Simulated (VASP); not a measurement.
Runs of VASP 6.6.1 on Ta. The structure is that of space group I4/mmm (No. 139), or close to it. The cells are those of the table. 

```tsv
cell	gap on the mesh (eV)	pressure (GPa)
a = 2.786 Å, angles 107.3, 107.3, 113.9°, 1 atom	none	(b)
a = 2.944 Å, angles 105.4, 105.4, 117.9°, 1 atom	none	(a)
a = 2.710 Å, angles 111.8, 111.8, 104.9°, 1 atom	none	48.7
a = 2.792 Å, angles 114.1, 114.1, 100.6°, 1 atom	none	25.6
a = 2.938 Å, angles 111.6, 111.6, 105.3°, 1 atom	none	-12.2
```

Alike in all rows: task single point; level r2SCAN; potentials or basis VASP PAW PBE potentials, release 64 (Ta_pv); no spin polarisation; k mesh 20 × 20 × 20; cutoff (eV) 520; smearing gaussian 0.15 eV.

Task: Estimate the missing entries.

Result: (a) -9.5; (b) 21.9.

Caveats: the PAW data sets were made with another functional, which shifts forces and pressure a little; spin-orbit coupling is left out, which moves the levels of the heavy elements; the stress differs along the axes, from 19 to 28 GPa (at least some runs); the stress differs along the axes, from -12 to -4 GPa (at least some runs); the stress differs along the axes, from 39 to 53 GPa (at least some runs); the stress differs along the axes, from 12 to 32 GPa (at least some runs); the stress differs along the axes, from -16 to -10 GPa (at least some runs).

A k mesh can miss the band edges, and the runs leave out spin-orbit coupling on Ta.

A gap of «none» marks levels without a gap at the run's occupations.
